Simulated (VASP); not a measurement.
Set up this calculation in VASP 6.6.1, as the native input.

| Item | Value |
| --- | --- |
| Task | relaxation of cell and atoms |
| Functional | PBE |
| Potentials or basis | VASP PAW PBE potentials, release 64 (Hf_pv, Cl) |
| Cutoff | 600 eV |
| k mesh | 3 × 3 × 4 |
| Occupations | gaussian, width 0.2 eV |
| Spin | no spin polarisation |
| Dipole correction | no |
| Further INCAR settings | ALGO = Normal; EDIFF = 1e-06; IBRION = 2; EDIFFG = -0.08; NSW = 36; ISIF = 3 |

The structure of Hf4Cl3 lies in POSCAR:

```
Hf4Cl3
1.0
    6.1865875300      0.0000000000      0.0000000000
   -3.0932937600      5.3577419600      0.0000000000
    0.0000000000      0.0000000000      4.8347920400
Hf Cl
4 3
Direct
    0.3691012100      0.0000000000      0.5000000000
    0.0000000000      0.3691012100      0.5000000000
    0.6308987900      0.6308987900      0.5000000000
    0.0000000000      0.0000000000      0.5000000000
    0.3333333300      0.6666666700      0.0000000000
    0.6666666700      0.3333333300      0.0000000000
    0.0000000000      0.0000000000      0.0000000000
```

The cell was generated, and may not be a known phase.

One way to write it, as run:

INCAR

```
SYSTEM = Hf4Cl3
  PREC = Accurate
  ENCUT = 600
  EDIFF = 1E-6
  ISMEAR = 0
  SIGMA = 0.2
  LREAL = .FALSE.
  LASPH = .TRUE.
  NELM = 100
  ALGO = Normal
  ISIF = 3
  LWAVE = .FALSE.
  LCHARG = .FALSE.
  GGA = PE
  IBRION = 2
  NSW = 36
  EDIFFG = -0.08
```

KPOINTS

```
Automatic mesh
0
G
  3 3 4
  0 0 0
```

Potentials or basis: VASP PAW PBE potentials, release 64 (Hf_pv, Cl).

Command:

```bash
$ cat potpaw_PBE.64/Hf_pv/POTCAR potpaw_PBE.64/Cl/POTCAR > POTCAR
$ mpirun -np 1 vasp_std > vasp.out
```

Results of the run:

The relaxed volume is 21.63 Å³/atom and the relaxed cell is a = 6.028 Å, b = 6.028 Å, c = 4.813 Å, α = 90.00°, β = 90.00°, γ = 120.00°. The space group after relaxing (to 0.1 Å) is P6/mmm (No. 191), the energy gained by relaxing is 910.9 meV/atom and the ionic steps are 10. The pressure after relaxing is 0.1 GPa and the band gap on the k mesh is zero (an odd number of electrons rules out a gap without spin polarisation).

Caveat: the k points lie up to 0.40 Å⁻¹ apart in the final cell, too coarse for converged energies and pressures of a metal; spin-orbit coupling is left out, which moves the levels of the heavy elements; an odd number of electrons without spin polarisation forces a metal; a magnetic or distorted state may lie lower.

It took 14 min on 1 thread of Intel Xeon 8259CL, with other jobs on the host, peak memory 0.35 GiB.
